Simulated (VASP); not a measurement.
Write the native input for VASP 6.6.1 that does the following.

```yaml
Task: single point
Functional: PBE
Potentials_or_basis: VASP PAW PBE potentials, release 64 (In_d, P)
Cutoff: 520 eV
k_mesh: 8 × 8 × 8
Occupations: gaussian, width 0.1 eV
Spin: no spin polarisation
Dipole_correction: no
Further_INCAR_settings: ALGO = Normal; EDIFF = 1e-06; NBANDS = 50
```

The structure of In5P3 lies in POSCAR:

```
In5P3
1.0
    5.7102725838      0.0000000000      0.0000000000
    0.0000000000      5.7102725838      0.0000000000
    0.0000000000      0.0000000000      5.7102725838
In P
5 3
Direct
    0.0000000000      0.0000000000      0.0000000000
    0.5000000000      0.5000000000      0.5000000000
    0.0000000000      0.5000000000      0.5000000000
    0.5000000000      0.0000000000      0.5000000000
    0.5000000000      0.5000000000      0.0000000000
    0.5000000000      0.0000000000      0.0000000000
    0.0000000000      0.5000000000      0.0000000000
    0.0000000000      0.0000000000      0.5000000000
```

These files were run (other wordings do the same):

INCAR

```
ALGO = Normal ; EDIFF = 1E-6
ENCUT = 520 ; GGA = PE
ISIF = 2 ; ISMEAR = 0
LASPH = True ; LCHARG = False
LREAL = False ; LWAVE = False
NBANDS = 50 ; NELM = 80
PREC = Accurate ; SIGMA = 0.1
```

KPOINTS

```
k-points
0
Gamma
  8 8 8
```

Potentials or basis: VASP PAW PBE potentials, release 64 (In_d, P).

The run is started by

```bash
$ cat potpaw_PBE.64/In_d/POTCAR potpaw_PBE.64/P/POTCAR > POTCAR
$ mpirun -np 1 vasp_std > vasp.out
```

Results of the run:

```json
{
  "Pressure": "0.0 GPa",
  "Band gap on the k mesh": "zero (band 40 reaches 8.50 eV, above the bottom of band 41 at 5.08 eV)"
}
```

Caveat: spin-orbit coupling is left out, which moves the levels of the heavy elements.

It took 2 min on 1 thread of Intel(R) Xeon(R) 6975P-C (Granite Rapids), on a shared host, peak memory 0.4 GiB.
